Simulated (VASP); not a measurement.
Write the native input for VASP 6.6.1 that does the following.

```
Task                   : single point
Functional             : PBE
Potentials or basis    : VASP PAW PBE potentials, release 64 (Li_sv)
Cutoff                 : 520 eV
k mesh                 : 22 × 22 × 22
Occupations            : gaussian, width 0.15 eV
Spin                   : no spin polarisation
Dipole correction      : no
Further INCAR settings : ALGO = Normal; EDIFF = 1e-06; NBANDS = 8
```

The structure of Li lies in POSCAR:

```
Li
1.0
   -1.6952762858      1.6952762858      1.8648039143
    1.6952762858     -1.6952762858      1.8648039143
    1.6952762858      1.6952762858     -1.8648039143
Li
1
Direct
    0.0000000000      0.0000000000      0.0000000000
```

This cell differs from its parent crystal: ratio of the length along z to the lengths across it x 1.1, volume and fractional coordinates fixed.

These files were run (other wordings do the same):

INCAR

```
SYSTEM = Li
PREC     = Accurate       ! precision mode
ENCUT    = 520            ! plane-wave cutoff, eV
EDIFF    = 1E-6           ! SCF threshold, eV
ISMEAR   = 0              ! smearing method
SIGMA    = 0.15           ! smearing width, eV
LREAL    = .False.        ! projectors in reciprocal space
LASPH    = .True.         ! aspherical terms in the spheres
NELM     = 100            ! most SCF steps
ALGO     = Normal         ! electronic algorithm
ISIF     = 2              ! what is computed and relaxed
LWAVE    = .False.        ! write WAVECAR
LCHARG   = .False.        ! write CHGCAR
GGA      = PE             ! functional
NBANDS   = 8              ! bands
```

KPOINTS

```
Automatic mesh
0
Gamma
  22 22 22
  0 0 0
```

Potentials or basis: VASP PAW PBE potentials, release 64 (Li_sv).

Run with:

```sh
$ cat potpaw_PBE.64/Li_sv/POTCAR > POTCAR
$ mpirun -np 1 vasp_std > vasp.out
```

Run time: 91 s on 1 thread of AMD EPYC 9755 128-Core Processor, on a shared host, peak memory 0.18 GiB.
